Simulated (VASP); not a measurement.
Input of a VASP 6.6.1 run:

Contents of INCAR:

```
PREC = Accurate
ENCUT = 500
EDIFF = 1E-6
ISMEAR = 0
SIGMA = 0.01
LREAL = False
LASPH = True
NELM = 120
ALGO = Normal
ISIF = 2
LWAVE = False
LCHARG = True
GGA = CA
LELF = True
LVHAR = True
NBANDS = 16
GGA_COMPAT = False
```

KPOINTS

```
regular mesh
0
Gamma
  6 6 6
```

The input POSCAR:

```
AgI
1.0
    3.0479545035      3.0479545035      0.0000000000
   -3.0479545035      3.0479545035      0.0000000000
    0.0000000000      3.0479545035      3.0479545035
Ag I
1 1
Direct
    0.0000000000      0.0000000000      0.0000000000
    0.7500000000      0.2500000000      0.5000000000
```

Potentials or basis: VASP PAW LDA potentials, release 64 (Ag, I).

Command:

```bash
$ cat potpaw_LDA.64/Ag/POTCAR potpaw_LDA.64/I/POTCAR > POTCAR
$ mpirun -np 1 vasp_std > vasp.out
```

**Question.** Estimate the pressure.

**Answer.** 7.0 GPa.

**Question.** Estimate the band gap on the k mesh.

**Answer.** 1.12 eV, direct.

Caveat: spin-orbit coupling is left out, which moves the levels of the heavy elements. LDA gaps usually lie below the measured ones, often by a third to a half.
